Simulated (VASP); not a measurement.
# LuScAs2 (R-3m) in VASP: single point with PBE

Aim: the single point of LuScAs2 with PBE.

Everything below comes from runs of VASP 6.6.1. Logs are shortened: lines on timing, memory, paths and dates and some standing lists are left out, and cuts for length are marked.

## (1) The cell of the first run

It takes space group R-3m (No. 166, trigonal). The conventional cell has a = 3.945 Å, b = 3.945 Å, c = 19.301 Å, α = 90.00°, β = 90.00°, γ = 120.00°. Within 3.6 Å of Sc (site symmetry -3m) lie 6 As at 2.76 Å. Lu (site symmetry -3m) has 6 As at 2.82 Å within 3.7 Å. As (site symmetry 3m) has 3 Sc at 2.76 Å and 3 Lu at 2.82 Å within 3.6 Å.

## (2) Single point, PBE, non-collinear spin, zero start, spin-orbit coupling

Contents of INCAR:

```
PREC = Accurate ; ENCUT = 600
EDIFF = 1E-6 ; ISMEAR = -1
SIGMA = 0.02 ; LREAL = F
LASPH = T ; NELM = 200
ALGO = Normal ; ISIF = 2
LWAVE = F ; LCHARG = F
MAGMOM = 0 0 0 0 0 0 0 0 0 0 0 0 ; LORBIT = 11
LSORBIT = T ; GGA_COMPAT = F
LORBMOM = T ; LMAXMIX = 4
GGA = PE ; NBANDS = 60
KPAR = 4
```

Contents of KPOINTS:

```
Automatic mesh
0
Gamma
  8 8 8
```

Contents of POSCAR:

```
LuScAs2
1.0
    1.9726541881      1.1389124265      6.4335127025
   -1.9726541881      1.1389124265      6.4335127025
    0.0000000000     -2.2778248531      6.4335127025
Sc Lu As
1 1 2
Direct
    1.0000000000      0.0000000000      0.0000000000
    0.5000000000      0.5000000000      0.5000000000
    0.2528735452      0.2528735452      0.2528735452
    0.7471264548      0.7471264548      0.7471264548
```

Potentials or basis: VASP PAW PBE potentials, release 64 (Sc_sv, Lu, As).

The run is started by

```bash
cat potpaw_PBE.64/Sc_sv/POTCAR potpaw_PBE.64/Lu/POTCAR potpaw_PBE.64/As/POTCAR > POTCAR
mpirun -np 4 vasp_ncl > vasp.out
```

OUTCAR:

```text
PREC = Accurate
   ENCUT = 600
   EDIFF = 1E-6
   ISMEAR = -1
   LREAL = F
   LASPH = T
   NELM = 200
   ISIF = 2
   LORBIT = 11
   LSORBIT = T
   GGA = PE

 ion  position               nearest neighbor table
   1  0.000  0.000  0.000-   4 2.76   4 2.76   3 2.76   3 2.76   4 2.76   3 2.76
   2  0.500  0.500  0.500-   3 2.82   3 2.82   4 2.82   4 2.82   3 2.82   4 2.82
   3  0.253  0.253  0.253-   1 2.76   1 2.76   1 2.76   2 2.82   2 2.82   2 2.82
   4  0.747  0.747  0.747-   1 2.76   1 2.76   1 2.76   2 2.82   2 2.82   2 2.82

  LATTYP: Found a trigonal (rhomboedric) cell.
 ALAT       =     6.8248495774
 COS(alpha) =     0.8329118133

  Lattice vectors:

 A1 = (   1.9726541881,   1.1389124265,   6.4335127025)
 A2 = (  -1.9726541881,   1.1389124265,   6.4335127025)
 A3 = (   0.0000000000,  -2.2778248531,   6.4335127025)

Analysis of symmetry for initial positions (statically):
=====================================================================
 Subroutine PRICEL returns:
 Original cell was already a primitive cell.

 Routine SETGRP: Setting up the symmetry group for a
 trigonal (rhombohedral) supercell.

 Subroutine GETGRP returns: Found 12 space group operations
 (whereof 12 operations were pure point group operations)
 out of a pool of 12 trial point group operations.

The static configuration has the point symmetry D_3d.

Analysis of symmetry for dynamics (positions and initial velocities):
=====================================================================
 Subroutine PRICEL returns:
 Original cell was already a primitive cell.

 Routine SETGRP: Setting up the symmetry group for a
 trigonal (rhombohedral) supercell.

 Subroutine GETGRP returns: Found 12 space group operations
 (whereof 12 operations were pure point group operations)
 out of a pool of 12 trial point group operations.

The dynamic configuration has the point symmetry D_3d.

Analysis of structural, dynamic, and magnetic symmetry:
=====================================================================
 Subroutine PRICEL returns:
 Original cell was already a primitive cell.

 Routine SETGRP: Setting up the symmetry group for a
 trigonal (rhombohedral) supercell.

 Subroutine GETGRP returns: Found 12 space group operations
 (whereof 12 operations were pure point group operations)
 out of a pool of 12 trial point group operations.

The overall configuration has the point symmetry D_3d.

 Subroutine INISYM returns: Found 12 space group operations
 (whereof 12 operations are pure point group operations),
 and found     1 'primitive' translations

----------------------------------------------------------------------------------------

                                     Primitive cell

  volume of cell :      86.7243

  direct lattice vectors                    reciprocal lattice vectors
     1.972654188  1.138912426  6.433512702     0.253465611  0.146338439  0.051812027
    -1.972654188  1.138912426  6.433512702    -0.253465611  0.146338439  0.051812027
     0.000000000 -2.277824853  6.433512702     0.000000000 -0.292676878  0.051812027

  length of vectors
     6.824849577  6.824849577  6.824849577     0.297227591  0.297227591  0.297227591

  position of ions in fractional coordinates (direct lattice)
     0.000000000  0.000000000  0.000000000
     0.500000000  0.500000000  0.500000000
     0.252873545  0.252873545  0.252873545
     0.747126455  0.747126455  0.747126455

  ion indices of the primitive-cell ions
   primitive index   ion index
                 1           1
                 2           2
[... 122 lines left out ...]
  free energy    TOTEN  =       -26.43603582 eV

  energy without entropy =      -26.43570198  energy(sigma->0) =      -26.43586890

 E-fermi :   4.2480     XC(G=0): -10.5910

 val. band max:        4.1946642951   @ k =   0.5000   0.5000   0.1250
 cond. band min:       4.3083061159   @ k =   0.2500   0.1250   0.1250
 fundamental gap:      0.1136418208
 Fermi energy:         4.2479938110

 k-point     1 :       0.0000    0.0000    0.0000
  band No.  band energies     occupation
      1     -51.7756      1.00000
      2     -51.7756      1.00000
      3     -45.4135      1.00000
      4     -45.4135      1.00000
      5     -26.6943      1.00000
      6     -26.6943      1.00000
[... 1453 lines left out ...]
     57       7.2879      0.00000
     58       7.2880      0.00000

 [... further k-points ...]

 [bands above 58 left out]

------------------------ aborting loop because EDIFF is reached ----------------------------------------

  FORCE on cell =-STRESS in cart. coord.  units (eV):
  Direction    XX          YY          ZZ          XY          YZ          ZX
  --------------------------------------------------------------------------------------
  -------------------------------------------------------------------------------------
  Total        0.5122927      0.5122927      0.5417514      0.0000000     -0.0000000      0.0000000
  in kB        9.4642900      9.4642900     10.0085206      0.0000000     -0.0000000      0.0000000
  external PRESSURE =       9.6457002 kB  Pullay stress =       0.0000000 kB

 VOLUME and BASIS-vectors are now :
 -----------------------------------------------------------------------------
  energy-cutoff  :      600.00
  volume of cell :       86.72
      direct lattice vectors                 reciprocal lattice vectors
     1.972654188  1.138912426  6.433512702     0.253465611  0.146338439  0.051812027
    -1.972654188  1.138912426  6.433512702    -0.253465611  0.146338439  0.051812027
     0.000000000 -2.277824853  6.433512702     0.000000000 -0.292676878  0.051812027

 POSITION                                       TOTAL-FORCE (eV/Angst)
 -----------------------------------------------------------------------------------
      0.00000      0.00000      0.00000        -0.000000     -0.000000      0.000000
      0.00000     -0.00000      9.65027         0.000000      0.000000     -0.000000
      0.00000     -0.00000      4.88060         0.000000     -0.000000      0.068658
      0.00000     -0.00000     14.41994         0.000000      0.000000     -0.068658
 -----------------------------------------------------------------------------------
    total drift:                               -0.000000     -0.000000      0.000000

  FREE ENERGIE OF THE ION-ELECTRON SYSTEM (eV)
  ---------------------------------------------------
  free  energy   TOTEN  =       -26.4360358240 eV

  energy  without entropy=      -26.4357019778  energy(sigma->0) =      -26.43586890

 orbital moment (x)

 # of ion     p       d       f       tot
 ------------------------------------------------
  1        -0.000  -0.000   0.000  -0.000
  2         0.000  -0.000   0.000   0.000
  3        -0.000   0.000   0.000  -0.000
  4        -0.000   0.000   0.000  -0.000
 ------------------------------------------------
           -0.000  -0.000   0.000  -0.000

 orbital moment (y)

 # of ion     p       d       f       tot
 ------------------------------------------------
  1        -0.000  -0.000   0.000  -0.000
  2         0.000   0.000   0.000   0.000
  3         0.000   0.000   0.000   0.000
  4        -0.000  -0.000   0.000  -0.000
 ------------------------------------------------
            0.000   0.000   0.000   0.000

 orbital moment (z)

 # of ion     p       d       f       tot
 ------------------------------------------------
  1         0.000   0.000   0.000   0.000
  2         0.000   0.000   0.000   0.000
  3         0.000  -0.000   0.000  -0.000
  4        -0.000  -0.000   0.000  -0.000
 ------------------------------------------------
           -0.000  -0.000   0.000  -0.000

 Spin-Orbit-Coupling matrix elements

 Ion:    1  E_soc:     -0.0076544
 l=   1
     0.0000000    -0.0011897    -0.0011852
    -0.0011897     0.0000000    -0.0011897
    -0.0011852    -0.0011897     0.0000000
 l=   2
     0.0000000    -0.0000201     0.0000000    -0.0000201    -0.0000589
    -0.0000201     0.0000000    -0.0000465    -0.0000303    -0.0000201
     0.0000000    -0.0000465     0.0000000    -0.0000465     0.0000000
    -0.0000201    -0.0000303    -0.0000465     0.0000000    -0.0000201
    -0.0000589    -0.0000201     0.0000000    -0.0000201     0.0000000
 l=   3
     0.0000000     0.0000000     0.0000000     0.0000000     0.0000000     0.0000000     0.0000000
     0.0000000     0.0000000     0.0000000     0.0000000     0.0000000     0.0000000     0.0000000
     0.0000000     0.0000000     0.0000000     0.0000000     0.0000000     0.0000000     0.0000000
     0.0000000     0.0000000     0.0000000     0.0000000     0.0000000     0.0000000     0.0000000
[... 49 lines left out ...]
 l=   2
     0.0000000     0.0000024     0.0000000     0.0000024     0.0000031
     0.0000024     0.0000000     0.0000029     0.0000046     0.0000024
     0.0000000     0.0000029     0.0000000     0.0000029     0.0000000
     0.0000024     0.0000046     0.0000029     0.0000000     0.0000024
     0.0000031     0.0000024     0.0000000     0.0000024     0.0000000
 l=   3
     0.0000000     0.0000000     0.0000000     0.0000000     0.0000000     0.0000000     0.0000000
     0.0000000     0.0000000     0.0000000     0.0000000     0.0000000     0.0000000     0.0000000
     0.0000000     0.0000000     0.0000000     0.0000000     0.0000000     0.0000000     0.0000000
     0.0000000     0.0000000     0.0000000     0.0000000     0.0000000     0.0000000     0.0000000
     0.0000000     0.0000000     0.0000000     0.0000000     0.0000000     0.0000000     0.0000000
     0.0000000     0.0000000     0.0000000     0.0000000     0.0000000     0.0000000     0.0000000
     0.0000000     0.0000000     0.0000000     0.0000000     0.0000000     0.0000000     0.0000000

 total charge

# of ion       s       p       d       f       tot
--------------------------------------------------
    1        2.172   6.137   1.043   0.000   9.353
    2        2.225   6.090   0.870  13.993  23.178
    3        1.204   1.673   0.018   0.000   2.895
    4        1.204   1.673   0.018   0.000   2.895
--------------------------------------------------
tot          6.806  15.573   1.949  13.993  38.320

 magnetization (x)

# of ion       s       p       d       f       tot
--------------------------------------------------
    1        0.000   0.000   0.000   0.000   0.000
    2        0.000   0.000  -0.000   0.000   0.000
    3       -0.000  -0.000   0.000   0.000  -0.000
    4       -0.000  -0.000   0.000   0.000  -0.000
--------------------------------------------------
tot         -0.000  -0.000   0.000   0.000  -0.000

 magnetization (y)

# of ion       s       p       d       f       tot
--------------------------------------------------
    1        0.000  -0.000   0.000   0.000  -0.000
    2        0.000   0.000  -0.000   0.000  -0.000
    3        0.000   0.000   0.000   0.000   0.000
    4        0.000   0.000   0.000   0.000   0.000
--------------------------------------------------
tot          0.000  -0.000  -0.000   0.000   0.000

 magnetization (z)

# of ion       s       p       d       f       tot
--------------------------------------------------
    1        0.000   0.000   0.000   0.000   0.000
    2        0.000   0.000   0.000   0.000   0.000
    3        0.000   0.000   0.000   0.000   0.000
    4        0.000   0.000   0.000   0.000   0.000
--------------------------------------------------
tot          0.000   0.000   0.000   0.000   0.000
```

It took 8.8 min on 4 MPI ranks of Intel Xeon 6975P-C (Granite Rapids), shared host; peak memory 1.6 GiB.

What came out:

| Item | Value |
| --- | --- |
| Free energy | -26.4360 eV |
| Pressure | 1.0 GPa |
| Largest force | 0.069 eV/Å |
| Net moment | 0.00 μB per cell |
| Valence electrons inside the program's atomic spheres | Sc 9.35; Lu 23.18; As 2.90 |

Forces on the atoms (eV/Å):
```
Sc   0.000  0.000  0.000
Lu   0.000  0.000  0.000
As   0.000  0.000  0.069
As   0.000  0.000 -0.069
```

Moments on the atoms (μB; x, y, z):
```
Sc  0.00 0.00 0.00
Lu  0.00 0.00 0.00
As  0.00 0.00 0.00
As  0.00 0.00 0.00
```
